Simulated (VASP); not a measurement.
# Zn (P6_3/mmc) in VASP: single point with PBE

Aim: the single point of Zn with PBE.

Program: VASP 6.6.1. These are calculated values, not measurements. Logs are shortened: lines on timing, memory, paths and dates and some standing lists are left out, and cuts for length are marked.

## 1. The cell of the first run

The structure is hexagonal, space group P6_3/mmc (No. 194). Conventional cell: a = 2.708 Å, b = 2.708 Å, c = 5.028 Å, α = 90.00°, β = 90.00°, γ = 120.00°. Within 3.6 Å of Zn (site symmetry -6m2) lie 12 Zn at 2.71 to 2.96 Å.

## 2. Single point, PBE (volume scaled by 1.05)

File INCAR:

```
  PREC = Accurate
  ENCUT = 520
  EDIFF = 1E-7
  ISMEAR = -1
  SIGMA = 0.03
  LREAL = F
  LASPH = T
  NELM = 100
  ALGO = Normal
  ISIF = 2
  LWAVE = F
  LCHARG = T
  GGA = PE
  LELF = T
  LVHAR = T
  NBANDS = 19
```

File KPOINTS:

```
Automatic mesh
0
Gamma
  18 18 8
```

File POSCAR:

```
Zn
1.0
    2.7084910329      0.0000000000      0.0000000000
   -1.3542455165      2.3456220404      0.0000000000
    0.0000000000      0.0000000000      5.0278078583
Zn
2
Direct
    0.3333333333      0.6666666667      0.2500000000
    0.6666666667      0.3333333333      0.7500000000
```

Potentials or basis: VASP PAW PBE potentials, release 64 (Zn).

The run is started by

```
$ cat potpaw_PBE.64/Zn/POTCAR > POTCAR
$ mpirun -np 1 vasp_std > vasp.out
```

OUTCAR:

```text
PREC = Accurate
   ENCUT = 520
   EDIFF = 1E-7
   ISMEAR = -1
   LREAL = F
   LASPH = T
   NELM = 100
   ISIF = 2
   GGA = PE

 ion  position               nearest neighbor table
   1  0.333  0.667  0.250-   2 2.96   2 2.96   2 2.96   2 2.96   2 2.96   2 2.96
   2  0.667  0.333  0.750-   1 2.96   1 2.96   1 2.96   1 2.96   1 2.96   1 2.96

  LATTYP: Found a hexagonal cell.
 ALAT       =     2.7084910329
 C/A-ratio  =     1.8563132745

  Lattice vectors:

 A1 = (   2.7084910329,   0.0000000000,   0.0000000000)
 A2 = (  -1.3542455165,   2.3456220404,   0.0000000000)
 A3 = (   0.0000000000,   0.0000000000,   5.0278078583)

Analysis of symmetry for initial positions (statically):
=====================================================================
 Subroutine PRICEL returns:
 Original cell was already a primitive cell.

 Routine SETGRP: Setting up the symmetry group for a
 hexagonal supercell.

 Subroutine GETGRP returns: Found 24 space group operations
 (whereof 12 operations were pure point group operations)
 out of a pool of 24 trial point group operations.

The static configuration has the point symmetry D_3d.
 The point group associated with its full space group is D_6h.

Analysis of symmetry for dynamics (positions and initial velocities):
=====================================================================
 Subroutine PRICEL returns:
 Original cell was already a primitive cell.

 Routine SETGRP: Setting up the symmetry group for a
 hexagonal supercell.

 Subroutine GETGRP returns: Found 24 space group operations
 (whereof 12 operations were pure point group operations)
 out of a pool of 24 trial point group operations.

The dynamic configuration has the point symmetry D_3d.
 The point group associated with its full space group is D_6h.

 Subroutine INISYM returns: Found 24 space group operations
 (whereof 12 operations are pure point group operations),
 and found     1 'primitive' translations

----------------------------------------------------------------------------------------

                                     Primitive cell

  volume of cell :      31.9421

  direct lattice vectors                    reciprocal lattice vectors
     2.708491033  0.000000000  0.000000000     0.369209271  0.213163072  0.000000000
    -1.354245517  2.345622040  0.000000000     0.000000000  0.426326144  0.000000000
[... 74 lines left out ...]
   NGXF,Y,Z  is equivalent  to a cutoff of  24.55, 24.55, 26.45 a.u.
 SYSTEM =  unknown system
   PREC   = accura    normal or accurate (medium, high low for compatibility)
   ISTART =      0    job   : 0-new  1-cont  2-samecut
   ICHARG =      2    charge: 1-file 2-atom 10-const
   ISPIN  =      1    spin polarized calculation?
   LNONCOLLINEAR =      F non collinear calculations
   LSORBIT =      F    spin-orbit coupling
   LASPH  =      T    aspherical Exc in radial PAW
   ENCUT  =  520.0 eV  38.22 Ry    6.18 a.u.   5.04  5.04  9.35*2*pi/ulx,y,z
   NELM   =    100;   NELMIN=  2; NELMDL= -5     # of ELM steps
   EDIFF  = 0.1E-06   stopping-criterion for ELM
   LREAL  =      F    real-space projection
   EDIFFG = 0.1E-05   stopping-criterion for IOM
   NSW    =      0    number of steps for IOM
   IBRION =     -1    ionic relax: 0-MD 1-quasi-New 2-CG
   NFREE  =      0    steps in history (QN), initial steepest desc. (CG)
   ISIF   =      2    stress and relaxation
   ISYM   =      2    0-nonsym 1-usesym 2-fastsym
   POTIM  = 0.5000    time-step for ionic-motion
   TEBEG  =    0.0;   TEEND  =   0.0 temperature during run
   PSTRESS=    0.0 pullay stress
   NELECT =      24.0000    total number of electrons
   NUPDOWN=      -1.0000    fix difference up-down
   EMIN   =  10.00;   EMAX   =-10.00  energy-range for DOS
   EFERMI =   0.00;   METHOD = LEGACY
   ISMEAR =    -1;   SIGMA  =   0.03  broadening in eV -4-tet -1-fermi 0-gaus
   EFERMI_NEDOS =   21; number of points for ismear=-14 and -15
   IALGO  =     38    algorithm
   IMIX   =      4    mixing-type and parameters
     AMIX     =   0.40;   BMIX     =  1.00
     AMIX_MAG =   1.60;   BMIX_MAG =  1.00
  volume/ion in A,a.u.               =      15.97       107.78
  Fermi-wavevector in a.u.,A,eV,Ry     =   1.488300  2.812480 30.137415  2.215038
  Thomas-Fermi vector in A             =   2.601352
   LORBIT       =      0    0 simple, 1 ext, 2 COOP (PROOUT), +10 PAW based schemes
   GGA     = PE    functional components
   LHFCALC =     F    Hartree Fock is set to
   AEXX    =    0.0000 exact exchange contribution
   IVDW    =     0    specifies the selected vdW correction
   LEPSILON=     F    determine dielectric tensor
   LRPA    =     F    only Hartree local field effects (RPA)
 non-spin polarized calculation
  energy-cutoff  :      520.00
  volume of cell :       31.94
 maximum number of plane-waves:       894
   NGX = 11   NGY = 11   NGZ = 19

 number of electron      23.9999992 magnetization

 Free energy of the ion-electron system (eV)
  ---------------------------------------------------
  ext. energy  EPLUGINS =         0.00000000
  ---------------------------------------------------
  free energy    TOTEN  =        -2.19974083 eV

  energy without entropy =       -2.19817991  energy(sigma->0) =       -2.19896037

 E-fermi :   2.9076     XC(G=0): -11.2992

 val. band max:        2.9074389957   @ k =   0.4444   0.0556   0.3750
 cond. band min:       2.9628250634   @ k =   0.3333   0.3333   0.0000
 fundamental gap:      0.0553860677
 Fermi energy:         2.9076412785

 k-point     1 :       0.0000    0.0000    0.0000
  band No.  band energies     occupation
      1      -7.2479      2.00000
      2      -5.6195      2.00000
      3      -4.9974      2.00000
      4      -4.7900      2.00000
      5      -4.7900      2.00000
      6      -4.7449      2.00000
[... 505 lines left out ...]
      6      -4.6522      2.00000
[... 11 lines left out ...]
     18      15.2530      0.00000
     19      16.7658      0.00000

 [... further k-points ...]
[... 5 lines left out ...]
  --------------------------------------------------------------------------------------
  -------------------------------------------------------------------------------------
  Total       -0.7443874     -0.7443874     -0.3697492      0.0000000     -0.0000000      0.0000000
  in kB      -37.3375204    -37.3375204    -18.5461456      0.0000000     -0.0000000      0.0000000
  external PRESSURE =     -31.0737288 kB  Pullay stress =       0.0000000 kB

 VOLUME and BASIS-vectors are now :
 -----------------------------------------------------------------------------
  energy-cutoff  :      520.00
  volume of cell :       31.94
      direct lattice vectors                 reciprocal lattice vectors
     2.708491033  0.000000000  0.000000000     0.369209271  0.213163072  0.000000000
    -1.354245517  2.345622040  0.000000000     0.000000000  0.426326144  0.000000000
     0.000000000  0.000000000  5.027807858     0.000000000  0.000000000  0.198893838

 POSITION                                       TOTAL-FORCE (eV/Angst)
 -----------------------------------------------------------------------------------
     -0.00000      1.56375      1.25695        -0.000000      0.000000      0.000000
      1.35425      0.78187      3.77086         0.000000     -0.000000      0.000000
 -----------------------------------------------------------------------------------
    total drift:                                0.000000     -0.000000      0.000000

  FREE ENERGIE OF THE ION-ELECTRON SYSTEM (eV)
  ---------------------------------------------------
  free  energy   TOTEN  =        -2.1997408278 eV

  energy  without entropy=       -2.1981799052  energy(sigma->0) =       -2.19896037
```

OSZICAR:

```text
N       E                     dE             d eps       ncg     rms          rms(c)
DAV:   1     0.114440273496E+03    0.11444E+03   -0.12288E+04  7238   0.195E+03
DAV:   2     0.290434703373E+01   -0.11154E+03   -0.10759E+03  7062   0.296E+02
DAV:   3    -0.235053224538E+01   -0.52549E+01   -0.52346E+01  7963   0.703E+01
DAV:   4    -0.238358428093E+01   -0.33052E-01   -0.33045E-01  7648   0.581E+00
DAV:   5    -0.238362868603E+01   -0.44405E-04   -0.44404E-04  7751   0.193E-01    0.355E+00
DAV:   6    -0.221049947543E+01    0.17313E+00   -0.70891E-01  7792   0.173E+01    0.276E+00
DAV:   7    -0.220336948039E+01    0.71300E-02   -0.23816E-02  8635   0.253E+00    0.144E+00
DAV:   8    -0.219971927260E+01    0.36502E-02   -0.18094E-03  9359   0.608E-01    0.466E-02
DAV:   9    -0.219973712139E+01   -0.17849E-04   -0.20736E-04  9304   0.176E-01    0.353E-02
DAV:  10    -0.219974135329E+01   -0.42319E-05   -0.17966E-05  7430   0.451E-02    0.284E-03
DAV:  11    -0.219974113073E+01    0.22257E-06   -0.10757E-07  5953   0.539E-03    0.171E-03
DAV:  12    -0.219974082208E+01    0.30865E-06   -0.35465E-08  4038   0.221E-03    0.811E-05
DAV:  13    -0.219974082785E+01   -0.57712E-08   -0.67433E-09  3782   0.821E-04
   1 F= -.21997408E+01 E0= -.21989604E+01  d E =-.156092E-02
```

It took 46 s on 1 thread of Intel Xeon 6975P-C (Granite Rapids), shared host; peak memory 0.21 GiB.

Results:

- Free energy: -2.1997 eV
- Pressure: -3.1 GPa
- Band gap on the k mesh: zero (band 12 reaches 4.35 eV, above the bottom of band 13 at -0.30 eV)

Stress tensor (GPa, compression positive):
```
-3.73  0.00  0.00
 0.00 -3.73  0.00
 0.00  0.00 -1.85
```
